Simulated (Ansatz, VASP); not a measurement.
# Two plane-wave programs on Zn

```
CELL_PARAMETERS angstrom
0.00000 1.96478 2.00407
1.96478 0.00000 2.00407
1.96478 1.96478 0.00000
ATOMIC_POSITIONS crystal
Zn 0.00000 0.00000 0.00000
```

Alike in both runs: functional PBEsol; k mesh 10 × 10 × 10; occupations fermi-dirac, width 0.05 eV; no spin polarisation.

|  | VASP | Ansatz |
| --- | --- | --- |
| version | VASP 6.6.1 | Ansatz 0.2.0 |
| potentials or method | VASP PAW PBE potentials, release 64 (Zn) | Ansatz PAW |
| plane-wave cutoff (eV) | 520 | 420 |
| valence electrons in the cell | 12 | 12 |
| task | single point | band structure |

Ansatz gave:

* gap on the k mesh at the Fermi level (eV): none
* pressure (GPa): -6.4
* traceless stress, the component that is largest in VASP (GPa): 0.28

Question: Estimate VASP's values.

Answer: gap on the k mesh at the Fermi level (eV): none; pressure (GPa): -6.1; traceless stress, the component that is largest in VASP (GPa): 0.26.

VASP's potentials were made for PBE, not for PBEsol. A gap of «none» marks a metal or a gap that the smearing closes. The functional is the same, so the differences come from potentials, cutoffs and numerics.
